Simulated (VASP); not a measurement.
# SrVO3 (Pm-3m) in VASP: a series of runs

SrVO3 is run at these levels: PBEsol, BLYP; tasks: single point, relaxation of cell and atoms.

All numbers are computed with VASP 6.6.1; they aren't measurements. Logs are shortened: lines on timing, memory, paths and dates and some standing lists are left out, and cuts for length are marked.

## (1) The cell of the first run

It takes space group Pm-3m (No. 221, cubic). The conventional cell has a = 3.809 Å, b = 3.809 Å, c = 3.809 Å, α = 90.00°, β = 90.00°, γ = 90.00°. Sr (site symmetry m-3m) has 12 O at 2.69 Å and 8 V at 3.30 Å within 3.6 Å. Within 2.5 Å of V (site symmetry m-3m) lie 6 O at 1.90 Å. O (site symmetry 4/mmm) has 2 V at 1.90 Å within 2.5 Å.

## (2) Single point, PBEsol, collinear spin, ferromagnetic start

Input file INCAR:

```
SYSTEM = SrVO3
PREC = Accurate ; ENCUT = 520
EDIFF = 1E-6 ; ISMEAR = -1
SIGMA = 0.05 ; LREAL = .FALSE.
LASPH = .TRUE. ; NELM = 150
ALGO = Normal ; ISIF = 2
LWAVE = .FALSE. ; LCHARG = .TRUE.
ISPIN = 2 ; MAGMOM = 0 2 0 0 0
LORBIT = 11 ; LMAXMIX = 4
GGA = PS ; LELF = .TRUE.
LVHAR = .TRUE. ; NBANDS = 32
```

Input file KPOINTS:

```
Automatic mesh
0
G
  7 7 7
  0 0 0
```

Input file POSCAR:

```
SrVO3
1.0
    3.8089607729      0.0000000000      0.0000000000
    0.0000000000      3.8089607729      0.0000000000
    0.0000000000      0.0000000000      3.8089607729
Sr V O
1 1 3
Direct
    0.5000000000      0.5000000000      0.5000000000
    0.0000000000      0.0000000000      0.0000000000
    0.0000000000      0.0000000000      0.5000000000
    0.0000000000      0.5000000000      0.0000000000
    0.5000000000      0.0000000000      0.0000000000
```

Potentials or basis: VASP PAW PBE potentials, release 64 (Sr_sv, V_sv, O).

The run is started by

```bash
> cat potpaw_PBE.64/Sr_sv/POTCAR potpaw_PBE.64/V_sv/POTCAR potpaw_PBE.64/O/POTCAR > POTCAR
> mpirun -np 1 vasp_std > vasp.out
```

OUTCAR:

```text
SYSTEM = SrVO3
   PREC = Accurate
   ENCUT = 520
   EDIFF = 1E-6
   ISMEAR = -1
   LREAL = .FALSE.
   LASPH = .TRUE.
   NELM = 150
   ISIF = 2
   ISPIN = 2
   LORBIT = 11
   GGA = PS

 ion  position               nearest neighbor table
   1  0.500  0.500  0.500-   3 2.69   4 2.69   5 2.69   4 2.69   5 2.69   3 2.69   5 2.69   5 2.69
                             3 2.69   4 2.69   4 2.69   3 2.69   2 3.30   2 3.30   2 3.30   2 3.30
   2  0.000  0.000  0.000-   3 1.90   4 1.90   5 1.90   3 1.90   4 1.90   5 1.90   1 3.30   1 3.30
                             1 3.30   1 3.30   1 3.30   1 3.30   1 3.30   1 3.30
   3  0.000  0.000  0.500-   2 1.90   2 1.90   1 2.69   1 2.69   1 2.69   1 2.69
   4  0.000  0.500  0.000-   2 1.90   2 1.90   1 2.69   1 2.69   1 2.69   1 2.69
   5  0.500  0.000  0.000-   2 1.90   2 1.90   1 2.69   1 2.69   1 2.69   1 2.69

  LATTYP: Found a simple cubic cell.
 ALAT       =     3.8089607729

  Lattice vectors:

 A1 = (   3.8089607729,   0.0000000000,   0.0000000000)
 A2 = (   0.0000000000,   3.8089607729,   0.0000000000)
 A3 = (   0.0000000000,   0.0000000000,   3.8089607729)

Analysis of symmetry for initial positions (statically):
=====================================================================
 Subroutine PRICEL returns:
 Original cell was already a primitive cell.

 Routine SETGRP: Setting up the symmetry group for a
 simple cubic supercell.

 Subroutine GETGRP returns: Found 48 space group operations
 (whereof 48 operations were pure point group operations)
 out of a pool of 48 trial point group operations.

The static configuration has the point symmetry O_h .

Analysis of symmetry for dynamics (positions and initial velocities):
=====================================================================
 Subroutine PRICEL returns:
 Original cell was already a primitive cell.

 Routine SETGRP: Setting up the symmetry group for a
 simple cubic supercell.

 Subroutine GETGRP returns: Found 48 space group operations
 (whereof 48 operations were pure point group operations)
 out of a pool of 48 trial point group operations.

The dynamic configuration has the point symmetry O_h .

Analysis of structural, dynamic, and magnetic symmetry:
=====================================================================
 Subroutine PRICEL returns:
 Original cell was already a primitive cell.

 Routine SETGRP: Setting up the symmetry group for a
 simple cubic supercell.

 Subroutine GETGRP returns: Found 48 space group operations
 (whereof 48 operations were pure point group operations)
 out of a pool of 48 trial point group operations.

The overall configuration has the point symmetry O_h .

 Subroutine INISYM returns: Found 48 space group operations
 (whereof 48 operations are pure point group operations),
 and found     1 'primitive' translations

----------------------------------------------------------------------------------------

                                     Primitive cell

  volume of cell :      55.2611

  direct lattice vectors                    reciprocal lattice vectors
     3.808960773  0.000000000  0.000000000     0.262538802  0.000000000  0.000000000
     0.000000000  3.808960773  0.000000000     0.000000000  0.262538802  0.000000000
     0.000000000  0.000000000  3.808960773     0.000000000  0.000000000  0.262538802

  length of vectors
     3.808960773  3.808960773  3.808960773     0.262538802  0.262538802  0.262538802

  position of ions in fractional coordinates (direct lattice)
     0.500000000  0.500000000  0.500000000
     0.000000000  0.000000000  0.000000000
     0.000000000  0.000000000  0.500000000
     0.000000000  0.500000000  0.000000000
     0.500000000  0.000000000  0.000000000

  ion indices of the primitive-cell ions
   primitive index   ion index
                 1           1
                 2           2
                 3           3
                 4           4
                 5           5

----------------------------------------------------------------------------------------

 KPOINTS: Automatic mesh

[... 24 lines left out ...]
  0.000000  0.000000  0.000000      1.000000
  0.142857  0.000000  0.000000      6.000000
  0.285714  0.000000  0.000000      6.000000
  0.428571  0.000000  0.000000      6.000000
  0.142857  0.142857  0.000000     12.000000
  0.285714  0.142857  0.000000     24.000000
[... 12 lines left out ...]
  0.428571  0.428571  0.285714     24.000000
  0.428571  0.428571  0.428571      8.000000
   k-points           NKPTS =     20   k-points in BZ     NKDIM =     20   number of bands    NBANDS=     32
   number of dos      NEDOS =    301   number of ions     NIONS =      5
   total plane-waves  NPLWV =  21952
   dimension x,y,z NGX =    28 NGY =   28 NGZ =   28
   dimension x,y,z NGXF=    56 NGYF=   56 NGZF=   56
   ions per type =               1   1   3
   NGX,Y,Z   is equivalent  to a cutoff of  12.22, 12.22, 12.22 a.u.
   NGXF,Y,Z  is equivalent  to a cutoff of  24.44, 24.44, 24.44 a.u.
 SYSTEM =  SrVO3
   PREC   = accura    normal or accurate (medium, high low for compatibility)
   ISTART =      0    job   : 0-new  1-cont  2-samecut
   ICHARG =      2    charge: 1-file 2-atom 10-const
   ISPIN  =      2    spin polarized calculation?
   LNONCOLLINEAR =      F non collinear calculations
   LSORBIT =      F    spin-orbit coupling
   LASPH  =      T    aspherical Exc in radial PAW
   ENCUT  =  520.0 eV  38.22 Ry    6.18 a.u.   7.08  7.08  7.08*2*pi/ulx,y,z
   NELM   =    150;   NELMIN=  2; NELMDL= -5     # of ELM steps
   EDIFF  = 0.1E-05   stopping-criterion for ELM
   LREAL  =      F    real-space projection
   EDIFFG = 0.1E-04   stopping-criterion for IOM
   NSW    =      0    number of steps for IOM
   IBRION =     -1    ionic relax: 0-MD 1-quasi-New 2-CG
   NFREE  =      0    steps in history (QN), initial steepest desc. (CG)
   ISIF   =      2    stress and relaxation
   ISYM   =      2    0-nonsym 1-usesym 2-fastsym
   POTIM  = 0.5000    time-step for ionic-motion
   TEBEG  =    0.0;   TEEND  =   0.0 temperature during run
   PSTRESS=    0.0 pullay stress
   NELECT =      41.0000    total number of electrons
   NUPDOWN=      -1.0000    fix difference up-down
   EMIN   =  10.00;   EMAX   =-10.00  energy-range for DOS
   EFERMI =   0.00;   METHOD = LEGACY
   ISMEAR =    -1;   SIGMA  =   0.05  broadening in eV -4-tet -1-fermi 0-gaus
   EFERMI_NEDOS =   21; number of points for ismear=-14 and -15
   IALGO  =     38    algorithm
   IMIX   =      4    mixing-type and parameters
     AMIX     =   0.40;   BMIX     =  1.00
     AMIX_MAG =   1.60;   BMIX_MAG =  1.00
  volume/ion in A,a.u.               =      11.05        74.58
  Fermi-wavevector in a.u.,A,eV,Ry     =   1.482050  2.800669 29.884832  2.196473
  Thomas-Fermi vector in A             =   2.595885
   LORBIT       =     11    0 simple, 1 ext, 2 COOP (PROOUT), +10 PAW based schemes
   GGA     = PS    functional components
   LHFCALC =     F    Hartree Fock is set to
   AEXX    =    0.0000 exact exchange contribution
   IVDW    =     0    specifies the selected vdW correction
   LEPSILON=     F    determine dielectric tensor
   LRPA    =     F    only Hartree local field effects (RPA)
 spin polarized calculation
  energy-cutoff  :      520.00
  volume of cell :       55.26
 maximum number of plane-waves:      1503
   NGX = 15   NGY = 15   NGZ = 15

 number of electron      40.9999961 magnetization       0.0008707

 number of electron      40.9999961 magnetization      -0.0007675

 Free energy of the ion-electron system (eV)
  ---------------------------------------------------
  ext. energy  EPLUGINS =         0.00000000
  ---------------------------------------------------
  free energy    TOTEN  =       -41.41357473 eV

  energy without entropy =      -41.40208831  energy(sigma->0) =      -41.40783152

 E-fermi :   6.3328     XC(G=0): -11.9826

 val. band max:        6.3081038689   @ k =   0.4286   0.1429   0.1429
 cond. band min:       6.7411995850   @ k =   0.2857   0.2857   0.0000
 fundamental gap:      0.4330957161
 Fermi energy:         6.3328227540

 spin component 1

 k-point     1 :       0.0000    0.0000    0.0000
  band No.  band energies     occupation
      1     -59.1448      1.00000
      2     -33.1131      1.00000
      3     -33.1131      1.00000
      4     -33.1131      1.00000
      5     -27.9647      1.00000
      6     -13.4343      1.00000
[... 689 lines left out ...]
     31      15.4110      0.00000
     32      19.2637      0.00000
 Fermi energy:         6.3328227540

 spin component 2

 k-point     1 :       0.0000    0.0000    0.0000
  band No.  band energies     occupation
      1     -59.1453      1.00000
      2     -33.1136      1.00000
      3     -33.1136      1.00000
      4     -33.1136      1.00000
      5     -27.9647      1.00000
      6     -13.4343      1.00000
[... 689 lines left out ...]
     31      15.4110      0.00000
     32      19.2637      0.00000

------------------------ aborting loop because EDIFF is reached ----------------------------------------

  FORCE on cell =-STRESS in cart. coord.  units (eV):
  Direction    XX          YY          ZZ          XY          YZ          ZX
  --------------------------------------------------------------------------------------
  -------------------------------------------------------------------------------------
  Total        0.3045087      0.3045087      0.3045087      0.0000000     -0.0000000      0.0000000
  in kB        8.8285775      8.8285775      8.8285775      0.0000000     -0.0000000      0.0000000
  external PRESSURE =       8.8285775 kB  Pullay stress =       0.0000000 kB

 VOLUME and BASIS-vectors are now :
 -----------------------------------------------------------------------------
  energy-cutoff  :      520.00
  volume of cell :       55.26
      direct lattice vectors                 reciprocal lattice vectors
     3.808960773  0.000000000  0.000000000     0.262538802  0.000000000  0.000000000
     0.000000000  3.808960773  0.000000000     0.000000000  0.262538802  0.000000000
     0.000000000  0.000000000  3.808960773     0.000000000  0.000000000  0.262538802

 POSITION                                       TOTAL-FORCE (eV/Angst)
 -----------------------------------------------------------------------------------
      1.90448      1.90448      1.90448         0.000000      0.000000      0.000000
      0.00000      0.00000      0.00000         0.000000      0.000000      0.000000
      0.00000      0.00000      1.90448         0.000000      0.000000      0.000000
      0.00000      1.90448      0.00000         0.000000      0.000000      0.000000
      1.90448      0.00000      0.00000         0.000000      0.000000      0.000000
 -----------------------------------------------------------------------------------
    total drift:                               -0.000000      0.000000     -0.000000

  FREE ENERGIE OF THE ION-ELECTRON SYSTEM (eV)
  ---------------------------------------------------
  free  energy   TOTEN  =       -41.4135747325 eV

  energy  without entropy=      -41.4020883150  energy(sigma->0) =      -41.40783152

 total charge

# of ion       s       p       d       tot
------------------------------------------
    1        1.999   5.772   0.235   8.006
    2        2.299   6.376   3.006  11.681
    3        1.560   3.474   0.000   5.034
    4        1.560   3.474   0.000   5.034
    5        1.560   3.474   0.000   5.034
--------------------------------------------------
tot          8.979  22.569   3.241  34.789

 magnetization (x)

# of ion       s       p       d       tot
------------------------------------------
    1        0.000   0.000   0.000   0.000
    2       -0.000  -0.000  -0.000  -0.000
    3        0.000   0.000   0.000   0.000
    4        0.000   0.000   0.000   0.000
    5        0.000   0.000   0.000   0.000
--------------------------------------------------
tot         -0.000   0.000  -0.000  -0.000
```

It took 2 min on 1 thread of Intel Xeon 8259CL, shared host; peak memory 0.21 GiB.

Results:

* Free energy: -41.4136 eV
* Pressure: 0.9 GPa
* Net moment: 0.00 μB per cell
* Valence electrons inside the program's atomic spheres: Sr 8.01; V 11.68; O 5.03

Caveat: the PAW data sets were made with another functional, which shifts forces and pressure a little; semilocal functionals often make such compounds metallic where correlation or magnetic order opens a gap, which also shifts bond lengths. With open d or f shells a metallic result of PBEsol can be an artefact of self-interaction; +U or a hybrid may open a gap.

(Part 1 of 2 ends here.)
